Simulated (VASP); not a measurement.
# LiH (Fm-3m) in VASP: notebook, part 2 of 2

VASP 6.6.1.

## Step 4: Single point, PBEsol

The input, INCAR:

```
PREC     = Accurate       # precision mode
ENCUT    = 750            # plane-wave cutoff, eV
EDIFF    = 1E-6           # SCF threshold, eV
ISMEAR   = 1              # smearing method
SIGMA    = 0.2            # smearing width, eV
LREAL    = F              # projectors in reciprocal space
LASPH    = T              # aspherical terms in the spheres
NELM     = 120            # most SCF steps
ALGO     = Normal         # electronic algorithm
ISIF     = 2              # what is computed and relaxed
LWAVE    = F              # write WAVECAR
LCHARG   = F              # write CHGCAR
GGA      = PS             # functional
NBANDS   = 9              # bands
GGA_COMPAT= F
```

The input, KPOINTS:

```
regular mesh
0
Gamma
  8 8 8
```

The input, POSCAR:

```
LiH
1.0
    0.0000000000      2.0029948411      2.0029948411
    2.0029948411      0.0000000000      2.0029948411
    2.0029948411      2.0029948411      0.0000000000
Li H
1 1
Direct
    0.0000000000      0.0000000000      0.0000000000
    0.5000000000      0.5000000000      0.5000000000
```

Potentials or basis: VASP PAW PBE potentials, release 64 (Li_sv, H).

The run is started by

```bash
$ cat potpaw_PBE.64/Li_sv/POTCAR potpaw_PBE.64/H/POTCAR > POTCAR
$ mpirun -np 1 vasp_std > vasp.out
```

OUTCAR:

```text
PREC = Accurate
   ENCUT = 750
   EDIFF = 1E-6
   ISMEAR = 1
   LREAL = F
   LASPH = T
   NELM = 120
   ISIF = 2
   GGA = PS

 ion  position               nearest neighbor table
   1  0.000  0.000  0.000-
   2  0.500  0.500  0.500-

  LATTYP: Found a face centered cubic cell.
 ALAT       =     4.0059896822

  Lattice vectors:

 A1 = (   0.0000000000,   2.0029948411,   2.0029948411)
 A2 = (   2.0029948411,   0.0000000000,   2.0029948411)
 A3 = (   2.0029948411,   2.0029948411,   0.0000000000)

[... 461 lines left out ...]
      2      -1.6150      2.00000
      3       5.0251      0.00000
      4       8.8519      0.00000
      5      13.2868      0.00000
      6      16.4440      0.00000
      7      23.0665      0.00000
      8      26.1342      0.00000
      9      27.3097      0.00000

 [... further k-points ...]
[... 5 lines left out ...]
  --------------------------------------------------------------------------------------
  -------------------------------------------------------------------------------------
  Total       -0.0796789     -0.0796789     -0.0796789     -0.0000000     -0.0000000      0.0000000
  in kB       -7.9430022     -7.9430022     -7.9430022     -0.0000000     -0.0000000      0.0000000
  external PRESSURE =      -7.9430022 kB  Pullay stress =       0.0000000 kB

 VOLUME and BASIS-vectors are now :
 -----------------------------------------------------------------------------
  energy-cutoff  :      750.00
  volume of cell :       16.07
      direct lattice vectors                 reciprocal lattice vectors
     0.000000000  2.002994841  2.002994841    -0.249626205  0.249626205  0.249626205
     2.002994841  0.000000000  2.002994841     0.249626205 -0.249626205  0.249626205
     2.002994841  2.002994841  0.000000000     0.249626205  0.249626205 -0.249626205

 POSITION                                       TOTAL-FORCE (eV/Angst)
 -----------------------------------------------------------------------------------
      0.00000      0.00000      0.00000         0.000000      0.000000      0.000000
      2.00299      2.00299      2.00299        -0.000000     -0.000000     -0.000000
 -----------------------------------------------------------------------------------
    total drift:                                0.000000      0.000000      0.000000

  FREE ENERGIE OF THE ION-ELECTRON SYSTEM (eV)
  ---------------------------------------------------
  free  energy   TOTEN  =        -6.1203554575 eV

  energy  without entropy=       -6.1209225064  energy(sigma->0) =       -6.12054447
```

OSZICAR:

```text
N       E                     dE             d eps       ncg     rms          rms(c)
DAV:   1    -0.412195257754E+00   -0.41220E+00   -0.17322E+03   522   0.520E+02
DAV:   2    -0.624896661730E+01   -0.58368E+01   -0.58127E+01   755   0.616E+01
DAV:   3    -0.634335850345E+01   -0.94392E-01   -0.94319E-01   638   0.683E+00
DAV:   4    -0.634414509255E+01   -0.78659E-03   -0.78648E-03   715   0.477E-01
DAV:   5    -0.634415043892E+01   -0.53464E-05   -0.53464E-05   639   0.313E-02    0.270E+00
DAV:   6    -0.617566199610E+01    0.16849E+00   -0.14211E-01   567   0.116E+00    0.134E+00
DAV:   7    -0.611925846414E+01    0.56404E-01   -0.17323E-01   604   0.146E+00    0.200E-01
DAV:   8    -0.612039468627E+01   -0.11362E-02   -0.36067E-03   606   0.431E-01    0.347E-02
DAV:   9    -0.612035569520E+01    0.38991E-04   -0.11317E-04   640   0.450E-02    0.739E-03
DAV:  10    -0.612035545752E+01    0.23768E-06   -0.43023E-06   648   0.158E-02
   1 F= -.61203555E+01 E0= -.61205445E+01  d E =0.567049E-03
```

stdout:

```text
POSCAR found type information on POSCAR LiH
 POSCAR found :  2 types and       2 ions
 scaLAPACK will be used
 -----------------------------------------------------------------------------
|                                                                             |
|                                                                             |
|     You enforced a specific xc type in the INCAR file but a different       |
|     I HOPE YOU KNOW WHAT YOU ARE DOING!                                     |
|                                                                             |
 -----------------------------------------------------------------------------

 LDA part: xc-table for (Slater+PW92), standard interpolation
 POSCAR, INCAR and KPOINTS ok, starting setup
 FFT: planning ... GRIDC
 FFT: planning ... GRID_SOFT
 FFT: planning ... GRID
 WAVECAR not read
 entering main loop
```

It took 12 s on 1 thread of Intel Xeon 8259CL, shared host; peak memory 0.15 GiB.

What came out:

```
Free energy            : -6.1204 eV
Pressure               : -0.8 GPa
Band gap on the k mesh : 2.75 eV
```

Caveat: the PAW data sets were made with another functional, which shifts forces and pressure a little. A k mesh can miss the band edges.

## Step 5: Single point, PBEsol

INCAR: that of step 4 with these lines changed.

```diff
@@ -4,3 +4,3 @@
 ISMEAR   = 1              # smearing method
-SIGMA    = 0.2            # smearing width, eV
+SIGMA    = 0.05           # smearing width, eV
 LREAL    = F              # projectors in reciprocal space
```

KPOINTS is that of step 4.

POSCAR is that of step 4.

The run is started by

```bash
$ cat potpaw_PBE.64/Li_sv/POTCAR potpaw_PBE.64/H/POTCAR > POTCAR
$ mpirun -np 1 vasp_std > vasp.out
```

It took 10 s on 1 thread of Intel Xeon 8259CL, shared host; peak memory 0.15 GiB.

Results (log left out):

```yaml
Free_energy: -6.1206 eV
Pressure: -0.8 GPa
Band_gap_on_the_k_mesh: 2.75 eV
```

Levels at points of the mesh, in eV from the valence-band top:
```tsv
k point	band 1	band 2	band 3	band 4	band 5	band 6
(0.00, 0.00, 0.00)	-43.69	-5.56	16.11	17.75	17.75	17.75
(0.50, 0.00, 0.00)	-43.64	-2.71	4.69	13.58	16.32	16.32
(0.50, 0.50, 0.00)	-43.62	0.00	2.75	10.63	10.63	13.70
```

Caveat: the PAW data sets were made with another functional, which shifts forces and pressure a little.

## Step 6: Single point, PBEsol

The input, INCAR:

```
SYSTEM = LiH
PREC = Accurate
ENCUT = 750
EDIFF = 1E-6
ISMEAR = -1
SIGMA = 0.5
LREAL = .FALSE.
LASPH = .TRUE.
NELM = 120
ALGO = Normal
ISIF = 2
LWAVE = .FALSE.
LCHARG = .TRUE.
GGA = PS
LELF = .TRUE.
LVHAR = .TRUE.
NBANDS = 9
GGA_COMPAT = .FALSE.
```

The input, KPOINTS:

```
Automatic mesh
0
G
  8 8 8
  0 0 0
```

POSCAR is that of step 5.

Potentials or basis: VASP PAW PBE potentials, release 64 (Li_sv, H).

The run is started by

```bash
$ cat potpaw_PBE.64/Li_sv/POTCAR potpaw_PBE.64/H/POTCAR > POTCAR
$ mpirun -np 1 vasp_std > vasp.out
```

OUTCAR:

```text
SYSTEM = LiH
   PREC = Accurate
   ENCUT = 750
   EDIFF = 1E-6
   ISMEAR = -1
   LREAL = .FALSE.
   LASPH = .TRUE.
   NELM = 120
   ISIF = 2
   GGA = PS

 ion  position               nearest neighbor table
   1  0.000  0.000  0.000-
   2  0.500  0.500  0.500-

  LATTYP: Found a face centered cubic cell.
 ALAT       =     4.0059896822

  Lattice vectors:

 A1 = (   0.0000000000,   2.0029948411,   2.0029948411)
 A2 = (   2.0029948411,   0.0000000000,   2.0029948411)
 A3 = (   2.0029948411,   2.0029948411,   0.0000000000)

Analysis of symmetry for initial positions (statically):
=====================================================================
 Subroutine PRICEL returns:
 Original cell was already a primitive cell.

 Routine SETGRP: Setting up the symmetry group for a
 face centered cubic supercell.

 Subroutine GETGRP returns: Found 48 space group operations
 (whereof 48 operations were pure point group operations)
 out of a pool of 48 trial point group operations.

The static configuration has the point symmetry O_h .

Analysis of symmetry for dynamics (positions and initial velocities):
=====================================================================
 Subroutine PRICEL returns:
 Original cell was already a primitive cell.

 Routine SETGRP: Setting up the symmetry group for a
 face centered cubic supercell.

 Subroutine GETGRP returns: Found 48 space group operations
 (whereof 48 operations were pure point group operations)
 out of a pool of 48 trial point group operations.

The dynamic configuration has the point symmetry O_h .

 Subroutine INISYM returns: Found 48 space group operations
 (whereof 48 operations are pure point group operations),
 and found     1 'primitive' translations

----------------------------------------------------------------------------------------

                                     Primitive cell

  volume of cell :      16.0720

  direct lattice vectors                    reciprocal lattice vectors
     0.000000000  2.002994841  2.002994841    -0.249626205  0.249626205  0.249626205
     2.002994841  0.000000000  2.002994841     0.249626205 -0.249626205  0.249626205
     2.002994841  2.002994841  0.000000000     0.249626205  0.249626205 -0.249626205

  length of vectors
     2.832662470  2.832662470  2.832662470     0.432365269  0.432365269  0.432365269

  position of ions in fractional coordinates (direct lattice)
     0.000000000  0.000000000  0.000000000
     0.500000000  0.500000000  0.500000000

  ion indices of the primitive-cell ions
   primitive index   ion index
                 1           1
                 2           2

----------------------------------------------------------------------------------------

 KPOINTS: Automatic mesh

Automatic generation of k-mesh.
 Grid dimensions read from file:
 generate k-points for:    8    8    8

 Generating k-lattice:

  Cartesian coordinates                     Fractional coordinates (reciprocal lattice)
    -0.031203276  0.031203276  0.031203276     0.125000000  0.000000000  0.000000000
     0.031203276 -0.031203276  0.031203276     0.000000000  0.125000000  0.000000000
     0.031203276  0.031203276 -0.031203276     0.000000000  0.000000000  0.125000000

  Length of vectors
     0.054045659  0.054045659  0.054045659

  Shift w.r.t. Gamma in fractional coordinates (k-lattice)
     0.000000000  0.000000000  0.000000000

 Subroutine IBZKPT returns following result:
 ===========================================

 Found     29 irreducible k-points:

 Following reciprocal coordinates:
            Coordinates               Weight
  0.000000  0.000000  0.000000      1.000000
  0.125000  0.000000  0.000000      8.000000
  0.250000  0.000000  0.000000      8.000000
  0.375000  0.000000  0.000000      8.000000
  0.500000  0.000000  0.000000      4.000000
  0.125000  0.125000  0.000000      6.000000
[... 16 lines left out ...]
  0.500000  0.250000  0.125000     48.000000
 -0.375000  0.250000  0.125000     24.000000
 [... further k-points ...]
   k-points           NKPTS =     29   k-points in BZ     NKDIM =     29   number of bands    NBANDS=      9
   number of dos      NEDOS =    301   number of ions     NIONS =      2
   total plane-waves  NPLWV =  21952
   dimension x,y,z NGX =    28 NGY =   28 NGZ =   28
   dimension x,y,z NGXF=    56 NGYF=   56 NGZF=   56
   ions per type =               1   1
   NGX,Y,Z   is equivalent  to a cutoff of  16.43, 16.43, 16.43 a.u.
   NGXF,Y,Z  is equivalent  to a cutoff of  32.87, 32.87, 32.87 a.u.
 SYSTEM =  LiH
   PREC   = accura    normal or accurate (medium, high low for compatibility)
   ISTART =      0    job   : 0-new  1-cont  2-samecut
   ICHARG =      2    charge: 1-file 2-atom 10-const
   ISPIN  =      1    spin polarized calculation?
   LNONCOLLINEAR =      F non collinear calculations
   LSORBIT =      F    spin-orbit coupling
   LASPH  =      T    aspherical Exc in radial PAW
   ENCUT  =  750.0 eV  55.12 Ry    7.42 a.u.   6.33  6.33  6.33*2*pi/ulx,y,z
   NELM   =    120;   NELMIN=  2; NELMDL= -5     # of ELM steps
   EDIFF  = 0.1E-05   stopping-criterion for ELM
   LREAL  =      F    real-space projection
   EDIFFG = 0.1E-04   stopping-criterion for IOM
   NSW    =      0    number of steps for IOM
   IBRION =     -1    ionic relax: 0-MD 1-quasi-New 2-CG
   NFREE  =      0    steps in history (QN), initial steepest desc. (CG)
   ISIF   =      2    stress and relaxation
   ISYM   =      2    0-nonsym 1-usesym 2-fastsym
   POTIM  = 0.5000    time-step for ionic-motion
   TEBEG  =    0.0;   TEEND  =   0.0 temperature during run
   PSTRESS=    0.0 pullay stress
   NELECT =       4.0000    total number of electrons
   NUPDOWN=      -1.0000    fix difference up-down
   EMIN   =  10.00;   EMAX   =-10.00  energy-range for DOS
   EFERMI =   0.00;   METHOD = LEGACY
   ISMEAR =    -1;   SIGMA  =   0.50  broadening in eV -4-tet -1-fermi 0-gaus
   EFERMI_NEDOS =   21; number of points for ismear=-14 and -15
   IALGO  =     38    algorithm
   IMIX   =      4    mixing-type and parameters
     AMIX     =   0.40;   BMIX     =  1.00
     AMIX_MAG =   1.60;   BMIX_MAG =  1.00
  volume/ion in A,a.u.               =       8.04        54.23
  Fermi-wavevector in a.u.,A,eV,Ry     =   1.029765  1.945975 14.427849  1.060417
  Thomas-Fermi vector in A             =   2.163830
   LORBIT       =      0    0 simple, 1 ext, 2 COOP (PROOUT), +10 PAW based schemes
   GGA     = PS    functional components
   LHFCALC =     F    Hartree Fock is set to
   AEXX    =    0.0000 exact exchange contribution
   IVDW    =     0    specifies the selected vdW correction
   LEPSILON=     F    determine dielectric tensor
   LRPA    =     F    only Hartree local field effects (RPA)
 non-spin polarized calculation
  energy-cutoff  :      750.00
  volume of cell :       16.07
 maximum number of plane-waves:       763
 NGX is ok and might be reduce to    28
   NGX = 13   NGY = 13   NGZ = 13

 number of electron       4.0000001 magnetization

 Free energy of the ion-electron system (eV)
  ---------------------------------------------------
  ext. energy  EPLUGINS =         0.00000000
  ---------------------------------------------------
  free energy    TOTEN  =        -6.12627238 eV

  energy without entropy =       -6.09644003  energy(sigma->0) =       -6.11135620

 E-fermi :   1.8203     XC(G=0):  -8.6212

 val. band max:        0.1528450169   @ k =   0.5000   0.5000   0.0000
 cond. band min:       2.9067966725   @ k =   0.5000   0.5000   0.0000
 fundamental gap:      2.7539516556
 Fermi energy:         1.8202887663

 k-point     1 :       0.0000    0.0000    0.0000
  band No.  band energies     occupation
      1     -43.5213      2.00000
      2      -5.4015      2.00000
      3      16.2653      0.00000
      4      17.9116      0.00000
      5      17.9116      0.00000
      6      17.9117      0.00000
      7      22.5240      0.00000
      8      22.5240      0.00000
      9      22.5240      0.00000

 k-point     2 :       0.1250    0.0000    0.0000
  band No.  band energies     occupation
      1     -43.5139      2.00000
      2      -5.1242      2.00000
      3      13.9312      0.00000
      4      16.6295      0.00000
      5      17.3445      0.00000
      6      17.3445      0.00000
      7      22.0707      0.00000
      8      23.7236      0.00000
      9      23.7236      0.00000
[... 253 lines left out ...]
 k-point    24 :      -0.3750    0.2500    0.1250
  band No.  band energies     occupation
      1     -43.4634      2.00000
      2      -1.6227      1.99796
      3       5.0221      0.00331
      4       8.8470      0.00000
      5      13.2846      0.00000
      6      16.4407      0.00000
      7      23.0634      0.00000
      8      26.1301      0.00000
      9      27.3077      0.00000

 [... further k-points ...]
[... 5 lines left out ...]
  --------------------------------------------------------------------------------------
  -------------------------------------------------------------------------------------
  Total       -0.0737464     -0.0737464     -0.0737464      0.0000000      0.0000000     -0.0000000
  in kB       -7.3516038     -7.3516038     -7.3516038      0.0000000      0.0000000     -0.0000000
  external PRESSURE =      -7.3516038 kB  Pullay stress =       0.0000000 kB

 VOLUME and BASIS-vectors are now :
 -----------------------------------------------------------------------------
  energy-cutoff  :      750.00
  volume of cell :       16.07
      direct lattice vectors                 reciprocal lattice vectors
     0.000000000  2.002994841  2.002994841    -0.249626205  0.249626205  0.249626205
     2.002994841  0.000000000  2.002994841     0.249626205 -0.249626205  0.249626205
     2.002994841  2.002994841  0.000000000     0.249626205  0.249626205 -0.249626205

 POSITION                                       TOTAL-FORCE (eV/Angst)
 -----------------------------------------------------------------------------------
      0.00000      0.00000      0.00000        -0.000000     -0.000000     -0.000000
      2.00299      2.00299      2.00299         0.000000      0.000000      0.000000
 -----------------------------------------------------------------------------------
    total drift:                                0.000000      0.000000      0.000000

  FREE ENERGIE OF THE ION-ELECTRON SYSTEM (eV)
  ---------------------------------------------------
  free  energy   TOTEN  =        -6.1262723758 eV

  energy  without entropy=       -6.0964400313  energy(sigma->0) =       -6.11135620
```

It took 13 s on 1 thread of Intel Xeon 8259CL, shared host; peak memory 0.15 GiB.

Results:

- Free energy: -6.1263 eV
- Pressure: -0.7 GPa
- Band gap on the k mesh: 2.75 eV

Levels at points of the mesh, in eV from the valence-band top:
| k point | band 1 | band 2 | band 3 | band 4 | band 5 |
| --- | --- | --- | --- | --- | --- |
| (0.00, 0.00, 0.00) | -43.67 | -5.55 | 16.11 | 17.76 | 17.76 |
| (0.50, 0.00, 0.00) | -43.62 | -2.71 | 4.70 | 13.58 | 16.33 |
| (0.50, 0.50, 0.00) | -43.61 | 0.00 | 2.75 | 10.64 | 10.64 |

Caveat: so wide a smearing shifts energies and pressures; the PAW data sets were made with another functional, which shifts forces and pressure a little.

## Step 7: Summary

| level | smearing | gap on the mesh (eV) | pressure (GPa) |
| --- | --- | --- | --- |
| PBEsol | gaussian 0.01 eV | 2.75 | -0.8 |
| PBEsol+D3(BJ) | gaussian 0.01 eV | 2.75 | -3.5 |
| PBEsol | methfessel-paxton 0.2 eV | 2.75 | -0.8 |
| PBEsol | methfessel-paxton 0.05 eV | 2.75 | -0.8 |
| PBEsol | fermi-dirac 0.5 eV | 2.75 | -0.7 |

Alike in all rows: task single point; potentials or basis VASP PAW PBE potentials, release 64 (Li_sv, H); no spin polarisation; cell as given; k mesh 8 × 8 × 8; cutoff (eV) 750.

The pressure there spans -3.5 GPa (PBEsol+D3(BJ)) to -0.7 GPa (PBEsol); a positive pressure means that this level wants a larger cell, a negative one a smaller.

Caveats: the PAW data sets were made with another functional, which shifts forces and pressure a little; the cell stands under tension (at least some runs); so wide a smearing shifts energies and pressures (at least some runs).

Absolute energies hang on the potentials; compare differences alone.
